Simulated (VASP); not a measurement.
# Al2O3 (P-6m2) in VASP: further runs, part 2 of 2

VASP 6.6.1. The steps go on from the part before.

### 3 Single point, PBE+D3(BJ)

Input file INCAR:

```
PREC = Accurate
ENCUT = 520
EDIFF = 1E-7
ISMEAR = 0
SIGMA = 0.05
LREAL = F
LASPH = T
NELM = 60
ALGO = Normal
ISIF = 2
LWAVE = F
LCHARG = T
GGA = PE
IVDW = 12
LELF = T
LVHAR = T
NBANDS = 20
```

Input file KPOINTS:

```
regular mesh
0
Gamma
  9 9 4
```

Input file POSCAR:

```
Al2O3
1.0
    2.9416895826      0.0000000000      0.0000000000
   -1.4708447913      2.5475779086      0.0000000000
    0.0000000000      0.0000000000      7.4858055969
Al O
2 3
Direct
    0.0000000000      0.0000000000      0.1907358529
    0.0000000000      0.0000000000      0.8092641471
    0.3333333333      0.6666666667      0.2703868429
    0.6666666667      0.3333333333      0.0000000000
    0.3333333333      0.6666666667      0.7296131571
```

Potentials or basis: VASP PAW PBE potentials, release 64 (Al, O).

Command:

```bash
cat potpaw_PBE.64/Al/POTCAR potpaw_PBE.64/O/POTCAR > POTCAR
mpirun -np 1 vasp_std > vasp.out
```

OUTCAR:

```text
PREC = Accurate
   ENCUT = 520
   EDIFF = 1E-7
   ISMEAR = 0
   LREAL = F
   LASPH = T
   NELM = 60
   ISIF = 2
   GGA = PE
   IVDW = 12
 IVDW          = 12

 ion  position               nearest neighbor table
   1  0.000  0.000  0.191-   3 1.80   3 1.80   3 1.80   4 2.22   4 2.22   4 2.22   2 2.86
   2  0.000  0.000  0.809-   5 1.80   5 1.80   5 1.80   4 2.22   4 2.22   4 2.22   1 2.86
   3  0.333  0.667  0.270-   1 1.80   1 1.80   1 1.80
   4  0.667  0.333  0.000-   1 2.22   2 2.22   1 2.22   2 2.22   1 2.22   2 2.22
   5  0.333  0.667  0.730-   2 1.80   2 1.80   2 1.80

  LATTYP: Found a hexagonal cell.
 ALAT       =     2.9416895826
 C/A-ratio  =     2.5447299542

  Lattice vectors:

 A1 = (   2.9416895826,   0.0000000000,   0.0000000000)
 A2 = (  -1.4708447913,   2.5475779086,   0.0000000000)
 A3 = (   0.0000000000,   0.0000000000,   7.4858055969)

Analysis of symmetry for initial positions (statically):
=====================================================================
 Subroutine PRICEL returns:
 Original cell was already a primitive cell.

[... 176 lines left out ...]
 E-fermi :   3.5184     XC(G=0):  -9.9014

 val. band max:        3.2317966682   @ k =   0.1111   0.1111   0.0000
 cond. band min:       7.3936705963   @ k =   0.0000   0.0000   0.0000
 fundamental gap:      4.1618739281
 Fermi energy:         3.5183705245

 k-point     1 :       0.0000    0.0000    0.0000
  band No.  band energies     occupation
      1     -15.4602      2.00000
      2     -14.7913      2.00000
      3     -13.1213      2.00000
      4      -1.3984      2.00000
      5       0.5578      2.00000
      6       1.1526      2.00000
[... 541 lines left out ...]
     19      16.0614      0.00000
     20      16.2308      0.00000

 [... further k-points ...]

------------------------ aborting loop because EDIFF is reached ----------------------------------------

 Edisp (eV)   -0.90133

 E8    (eV) :    -0.3406

  FORCE on cell =-STRESS in cart. coord.  units (eV):
  Direction    XX          YY          ZZ          XY          YZ          ZX
  --------------------------------------------------------------------------------------
  -------------------------------------------------------------------------------------
  Total      -2.93304    -2.93304    -0.68221     0.00000     0.00000     0.00000
  in kB     -83.76561   -83.76561   -19.48342     0.00000     0.00000     0.00000
  external pressure =      -62.34 kB  Pullay stress =        0.00 kB

 VOLUME and BASIS-vectors are now :
 -----------------------------------------------------------------------------
  energy-cutoff  :      520.00
  volume of cell :       56.10
      direct lattice vectors                 reciprocal lattice vectors
     2.941689583  0.000000000  0.000000000     0.339940695  0.196264852  0.000000000
    -1.470844791  2.547577909  0.000000000     0.000000000  0.392529703  0.000000000
     0.000000000  0.000000000  7.485805597     0.000000000  0.000000000  0.133586157

 POSITION                                       TOTAL-FORCE (eV/Angst)
 -----------------------------------------------------------------------------------
      0.00000      0.00000      1.42781         0.000000      0.000000     -1.248881
      0.00000      0.00000      6.05799         0.000000      0.000000      1.248881
     -0.00000      1.69839      2.02406        -0.000000     -0.000000      0.803302
      1.47084      0.84919      0.00000         0.000000      0.000000      0.000000
     -0.00000      1.69839      5.46174        -0.000000     -0.000000     -0.803302
 -----------------------------------------------------------------------------------
    total drift:                                0.000000     -0.000000     -0.000000

  FREE ENERGIE OF THE ION-ELECTRON SYSTEM (eV)
  ---------------------------------------------------
  free  energy   TOTEN  =       -37.1562038091 eV

  energy  without entropy=      -37.1562038091  energy(sigma->0) =      -37.15620381
```

OSZICAR:

```text
N       E                     dE             d eps       ncg     rms          rms(c)
DAV:   1     0.104169642551E+03    0.10417E+03   -0.12567E+04  1440   0.110E+03
DAV:   2    -0.340589192262E+02   -0.13823E+03   -0.13401E+03  1700   0.247E+02
DAV:   3    -0.408504404489E+02   -0.67915E+01   -0.67684E+01  1924   0.559E+01
DAV:   4    -0.409026626044E+02   -0.52222E-01   -0.52214E-01  1740   0.535E+00
DAV:   5    -0.409034277931E+02   -0.76519E-03   -0.76518E-03  1868   0.634E-01    0.129E+01
DAV:   6    -0.362851941674E+02    0.46182E+01   -0.15520E+01  1600   0.269E+01    0.456E+00
DAV:   7    -0.362653980233E+02    0.19796E-01   -0.35483E-01  1664   0.407E+00    0.248E+00
DAV:   8    -0.362492899259E+02    0.16108E-01   -0.55323E-02  1808   0.232E+00    0.803E-01
DAV:   9    -0.362530372511E+02   -0.37473E-02   -0.19661E-02  1652   0.114E+00    0.204E-01
DAV:  10    -0.362543768133E+02   -0.13396E-02   -0.19661E-03  1608   0.292E-01    0.123E-01
DAV:  11    -0.362548368194E+02   -0.46001E-03   -0.73731E-04  1568   0.276E-01    0.266E-02
DAV:  12    -0.362548619356E+02   -0.25116E-04   -0.11327E-04  1672   0.829E-02    0.136E-02
DAV:  13    -0.362548698210E+02   -0.78854E-05   -0.36919E-05  1572   0.451E-02    0.702E-03
DAV:  14    -0.362548697335E+02    0.87508E-07   -0.37861E-06  1760   0.192E-02    0.190E-03
DAV:  15    -0.362548698429E+02   -0.10938E-06   -0.56988E-07  1620   0.557E-03    0.100E-03
DAV:  16    -0.362548698044E+02    0.38505E-07   -0.84537E-08  1356   0.228E-03
   1 F= -.37156204E+02 E0= -.37156204E+02  d E =-.282842E-17
```

stdout:

```text
POSCAR found type information on POSCAR AlO
 POSCAR found :  2 types and       5 ions
 scaLAPACK will be used
 LDA part: xc-table for (Slater+PW92), standard interpolation
 POSCAR, INCAR and KPOINTS ok, starting setup
 FFT: planning ... GRIDC
 FFT: planning ... GRID_SOFT
 FFT: planning ... GRID
 WAVECAR not read
 entering main loop
```

Wall time 40 s (1 thread of Intel Xeon Platinum 8375C at 2.90GHz (Ice Lake), shared host); peak memory 0.19 GiB.

Results:

```
Free energy                : -37.1562 eV
Pressure                   : -6.2 GPa
Largest force              : 1.249 eV/Å
Band gap on the k mesh     : 4.16 eV, indirect (least direct gap 4.34 eV)
Dispersion energy per atom : -0.180 eV
```

Forces on the atoms (eV/Å):
```
Al   0.000  0.000 -1.249
Al   0.000  0.000  1.249
O    0.000  0.000  0.803
O    0.000  0.000  0.000
O    0.000  0.000 -0.803
```

Stress tensor (GPa, compression positive):
```
-8.38  0.00  0.00
 0.00 -8.38  0.00
 0.00  0.00 -1.95
```

Caveat: forces of over 1 eV/Å act on the atoms, so gaps and moduli don't describe the material at rest.

### 4 Single point, PBE+D3(BJ)

Input file INCAR:

```
PREC     = Accurate       # precision mode
ENCUT    = 520            # plane-wave cutoff, eV
EDIFF    = 1E-6           # SCF threshold, eV
ISMEAR   = 0              # smearing method
SIGMA    = 0.05           # smearing width, eV
LREAL    = F              # projectors in reciprocal space
LASPH    = T              # aspherical terms in the spheres
NELM     = 80             # most SCF steps
ALGO     = Normal         # electronic algorithm
ISIF     = 2              # what is computed and relaxed
LWAVE    = F              # write WAVECAR
LCHARG   = F              # write CHGCAR
GGA      = PE             # functional
IVDW     = 12             # dispersion correction
NBANDS   = 20             # bands
```

KPOINTS is that of step 3.

Changes to POSCAR since step 3:

```diff
@@ -10,4 +10,4 @@
     0.0000000000      0.0000000000      0.8092641471
-    0.3333333333      0.6666666667      0.2703868429
+    0.3333333333      0.6666666667      0.2840924954
     0.6666666667      0.3333333333      0.0000000000
-    0.3333333333      0.6666666667      0.7296131571
+    0.3333333333      0.6666666667      0.7159075046
```

Potentials or basis: VASP PAW PBE potentials, release 64 (Al, O).

Command:

```bash
cat potpaw_PBE.64/Al/POTCAR potpaw_PBE.64/O/POTCAR > POTCAR
mpirun -np 1 vasp_std > vasp.out
```

OUTCAR:

```text
PREC = Accurate
   ENCUT = 520
   EDIFF = 1E-6
   ISMEAR = 0
   LREAL = F
   LASPH = T
   NELM = 80
   ISIF = 2
   GGA = PE
   IVDW = 12
 IVDW          = 12

 ion  position               nearest neighbor table
   1  0.000  0.000  0.191-   3 1.84   3 1.84   3 1.84   4 2.22   4 2.22   4 2.22   2 2.86
   2  0.000  0.000  0.809-   5 1.84   5 1.84   5 1.84   4 2.22   4 2.22   4 2.22   1 2.86
   3  0.333  0.667  0.284-   1 1.84   1 1.84   1 1.84
   4  0.667  0.333  0.000-   1 2.22   2 2.22   1 2.22   2 2.22   1 2.22   2 2.22
   5  0.333  0.667  0.716-   2 1.84   2 1.84   2 1.84

  LATTYP: Found a hexagonal cell.
 ALAT       =     2.9416895826
 C/A-ratio  =     2.5447299542

  Lattice vectors:

 A1 = (   2.9416895826,   0.0000000000,   0.0000000000)
 A2 = (  -1.4708447913,   2.5475779086,   0.0000000000)
 A3 = (   0.0000000000,   0.0000000000,   7.4858055969)

Analysis of symmetry for initial positions (statically):
=====================================================================
 Subroutine PRICEL returns:
 Original cell was already a primitive cell.

[... 176 lines left out ...]
 E-fermi :   3.3811     XC(G=0):  -9.9822

 val. band max:        3.1106085016   @ k =   0.1111   0.0000   0.0000
 cond. band min:       7.0118801167   @ k =   0.0000   0.0000   0.0000
 fundamental gap:      3.9012716151
 Fermi energy:         3.3811492985

 k-point     1 :       0.0000    0.0000    0.0000
  band No.  band energies     occupation
      1     -15.3884      2.00000
      2     -14.4662      2.00000
      3     -13.4421      2.00000
      4      -1.7667      2.00000
      5       0.5904      2.00000
      6       1.5309      2.00000
[... 541 lines left out ...]
     19      15.5585      0.00000
     20      16.2119      0.00000

 [... further k-points ...]

------------------------ aborting loop because EDIFF is reached ----------------------------------------

 Edisp (eV)   -0.89846

 E8    (eV) :    -0.3394

  FORCE on cell =-STRESS in cart. coord.  units (eV):
  Direction    XX          YY          ZZ          XY          YZ          ZX
  --------------------------------------------------------------------------------------
  -------------------------------------------------------------------------------------
  Total      -4.94275    -4.94275    -2.99728     0.00000     0.00000    -0.00000
  in kB    -141.16142  -141.16142   -85.60025     0.00000     0.00000    -0.00000
  external pressure =     -122.64 kB  Pullay stress =        0.00 kB

 VOLUME and BASIS-vectors are now :
 -----------------------------------------------------------------------------
  energy-cutoff  :      520.00
  volume of cell :       56.10
      direct lattice vectors                 reciprocal lattice vectors
     2.941689583  0.000000000  0.000000000     0.339940695  0.196264852  0.000000000
    -1.470844791  2.547577909  0.000000000     0.000000000  0.392529703  0.000000000
     0.000000000  0.000000000  7.485805597     0.000000000  0.000000000  0.133586157

 POSITION                                       TOTAL-FORCE (eV/Angst)
 -----------------------------------------------------------------------------------
      0.00000      0.00000      1.42781         0.000000      0.000000      0.252626
      0.00000      0.00000      6.05799         0.000000     -0.000000     -0.252626
     -0.00000      1.69839      2.12666        -0.000000     -0.000000     -0.834683
      1.47084      0.84919      0.00000        -0.000000      0.000000     -0.000000
     -0.00000      1.69839      5.35914        -0.000000     -0.000000      0.834683
 -----------------------------------------------------------------------------------
    total drift:                               -0.000000      0.000000      0.000000

  FREE ENERGIE OF THE ION-ELECTRON SYSTEM (eV)
  ---------------------------------------------------
  free  energy   TOTEN  =       -37.1522236340 eV

  energy  without entropy=      -37.1522236340  energy(sigma->0) =      -37.15222363
```

OSZICAR:

```text
N       E                     dE             d eps       ncg     rms          rms(c)
DAV:   1     0.101520521559E+03    0.10152E+03   -0.12529E+04  1440   0.110E+03
DAV:   2    -0.338779307948E+02   -0.13540E+03   -0.13145E+03  1708   0.245E+02
DAV:   3    -0.405107462112E+02   -0.66328E+01   -0.66095E+01  1888   0.550E+01
DAV:   4    -0.405620857926E+02   -0.51340E-01   -0.51332E-01  1776   0.535E+00
DAV:   5    -0.405628066630E+02   -0.72087E-03   -0.72086E-03  1864   0.616E-01    0.124E+01
DAV:   6    -0.362653143980E+02    0.42975E+01   -0.14158E+01  1536   0.266E+01    0.446E+00
DAV:   7    -0.362602743540E+02    0.50400E-02   -0.36724E-01  1672   0.433E+00    0.247E+00
DAV:   8    -0.362493465369E+02    0.10928E-01   -0.51673E-02  1720   0.218E+00    0.736E-01
DAV:   9    -0.362523038836E+02   -0.29573E-02   -0.12400E-02  1704   0.105E+00    0.190E-01
DAV:  10    -0.362533970354E+02   -0.10932E-02   -0.26480E-03  1672   0.360E-01    0.138E-01
DAV:  11    -0.362537237743E+02   -0.32674E-03   -0.57973E-04  1632   0.263E-01    0.309E-02
DAV:  12    -0.362537549236E+02   -0.31149E-04   -0.12159E-04  1704   0.911E-02    0.130E-02
DAV:  13    -0.362537615371E+02   -0.66136E-05   -0.38928E-05  1664   0.451E-02    0.747E-03
DAV:  14    -0.362537605595E+02    0.97765E-06   -0.19339E-06  1660   0.134E-02
   1 F= -.37152224E+02 E0= -.37152224E+02  d E =-.197034E-15
```

stdout:

```text
POSCAR found type information on POSCAR AlO
 POSCAR found :  2 types and       5 ions
 scaLAPACK will be used
 LDA part: xc-table for (Slater+PW92), standard interpolation
 POSCAR, INCAR and KPOINTS ok, starting setup
 FFT: planning ... GRIDC
 FFT: planning ... GRID_SOFT
 FFT: planning ... GRID
 WAVECAR not read
 entering main loop
```

It took 36 s on 1 thread of Intel Xeon Platinum 8375C at 2.90GHz (Ice Lake), shared host; peak memory 0.2 GiB.

Results:

| Property | Result |
| --- | --- |
| Free energy | -37.1522 eV |
| Pressure | -12.3 GPa |
| Largest force | 0.835 eV/Å |
| Band gap on the k mesh | 3.90 eV, indirect (least direct gap 3.99 eV) |
| Dispersion energy per atom | -0.180 eV |

Forces in eV/Å, atoms in the order of the input:
```
Al   0.000  0.000  0.253
Al   0.000  0.000 -0.253
O    0.000  0.000 -0.835
O    0.000  0.000  0.000
O    0.000  0.000  0.835
```

Levels at points of the mesh, in eV from the valence-band top:
| k point | band 10 | band 11 | band 12 | band 13 | band 14 | band 15 |
| --- | --- | --- | --- | --- | --- | --- |
| (0.00, 0.00, 0.00) | -0.70 | -0.70 | -0.09 | 3.90 | 7.07 | 7.48 |
| (0.00, 0.00, 0.50) | -0.71 | -0.69 | -0.69 | 4.38 | 6.50 | 7.63 |

A k mesh can miss the band edges. PBE gaps usually lie below the measured ones, often by a third to a half.

### 5 Single point, PBE+D3(BJ)

Input file INCAR:

```
SYSTEM = Al2O3
ALGO     = Normal         ! electronic algorithm
EDIFF    = 1E-7           ! SCF threshold, eV
ENCUT    = 520            ! plane-wave cutoff, eV
GGA      = PE             ! functional
ISIF     = 2              ! what is computed and relaxed
ISMEAR   = 0              ! smearing method
IVDW     = 12             ! dispersion correction
LASPH    = .TRUE.         ! aspherical terms in the spheres
LCHARG   = .FALSE.        ! write CHGCAR
LREAL    = .FALSE.        ! projectors in reciprocal space
LWAVE    = .FALSE.        ! write WAVECAR
NBANDS   = 20             ! bands
NELM     = 100            ! most SCF steps
PREC     = Accurate       ! precision mode
SIGMA    = 0.05           ! smearing width, eV
```

Input file KPOINTS:

```
k-points
0
G
  9 9 4
  0 0 0
```

Changes to POSCAR since step 4:

```diff
@@ -10,4 +10,4 @@
     0.0000000000      0.0000000000      0.8092641471
-    0.3333333333      0.6666666667      0.2840924954
+    0.3333333333      0.6666666667      0.2977981479
     0.6666666667      0.3333333333      0.0000000000
-    0.3333333333      0.6666666667      0.7159075046
+    0.3333333333      0.6666666667      0.7022018521
```

Command:

```bash
cat potpaw_PBE.64/Al/POTCAR potpaw_PBE.64/O/POTCAR > POTCAR
mpirun -np 1 vasp_std > vasp.out
```

Wall time 47 s (1 thread of Intel Xeon Platinum 8375C at 2.90GHz (Ice Lake), shared host); peak memory 0.2 GiB.

It converged, with:

- Free energy: -36.8188 eV
- Pressure: -17.4 GPa
- Largest force: 2.397 eV/Å
- Band gap on the k mesh: 3.44 eV, indirect (least direct gap 3.48 eV)
- Dispersion energy per atom: -0.179 eV

Forces on the atoms (eV/Å):
```
Al   0.000  0.000  1.710
Al   0.000  0.000 -1.710
O    0.000  0.000 -2.397
O    0.000  0.000  0.000
O    0.000  0.000  2.397
```

Stress tensor (GPa, compression positive):
```
-18.03   0.00   0.00
  0.00 -18.03   0.00
  0.00   0.00 -16.01
```

Levels at points of the mesh, in eV from the valence-band top:
| k point | band 8 | band 9 | band 10 | band 11 | band 12 | band 13 | band 14 | band 15 | band 16 | band 17 |
| --- | --- | --- | --- | --- | --- | --- | --- | --- | --- | --- |
| (0.00, 0.00, 0.00) | -0.87 | -0.87 | -0.75 | -0.75 | -0.05 | 3.44 | 6.97 | 7.31 | 12.02 | 12.03 |
| (0.00, 0.00, 0.50) | -0.90 | -0.90 | -0.83 | -0.72 | -0.72 | 3.90 | 6.48 | 7.50 | 11.45 | 13.39 |

Caveat: forces of over 1 eV/Å act on the atoms, so gaps and moduli don't describe the material at rest.
